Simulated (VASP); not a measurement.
Wanted: the native input for a VASP 6.6.1 run.

```yaml
Task: single point
Functional: PBE
Potentials_or_basis: VASP PAW PBE potentials, release 64 (Ga_d)
Cutoff: 520 eV
k_mesh: 12 × 10 × 8
Occupations: gaussian, width 0.05 eV
Spin: no spin polarisation
Dipole_correction: no
Further_INCAR_settings: ALGO = Fast; EDIFF = 1e-07; NBANDS = 20
```

The structure of Ga lies in POSCAR:

```
Ga
1.0
    2.7784220849      0.0000000000      0.0000000000
    0.0000000000      3.2816087900      0.0000000000
   -1.3434310986      0.0000000000      3.9902731763
Ga
2
Direct
    0.8470097578      0.2489661178      0.2231243303
    0.1345962700      0.7500000000      0.7701668300
```

These files were run (other wordings do the same):

INCAR

```
SYSTEM = Ga
ALGO = Fast
EDIFF = 1E-7
ENCUT = 520
GGA = PE
ISIF = 2
ISMEAR = 0
LASPH = .True.
LCHARG = .False.
LREAL = .False.
LWAVE = .False.
NBANDS = 20
NELM = 80
PREC = Accurate
SIGMA = 0.05
```

KPOINTS

```
k-points
0
Gamma
  12 10 8
  0 0 0
```

Potentials or basis: VASP PAW PBE potentials, release 64 (Ga_d).

Run with:

```bash
$ cat potpaw_PBE.64/Ga_d/POTCAR > POTCAR
$ mpirun -np 1 vasp_std > vasp.out
```

Results of the run:

| Item | Value |
| --- | --- |
| Pressure | 3.1 GPa |
| Largest force | 0.220 eV/Å |
| Band gap on the k mesh | zero (bands 13 and 14 overlap by 8.29 eV) |

Caveat: the cell stands under pressure.

Run time: 2.2 min on 1 thread of Intel(R) Xeon(R) Platinum 8488C (Sapphire Rapids), on a shared host, peak memory 0.36 GiB.
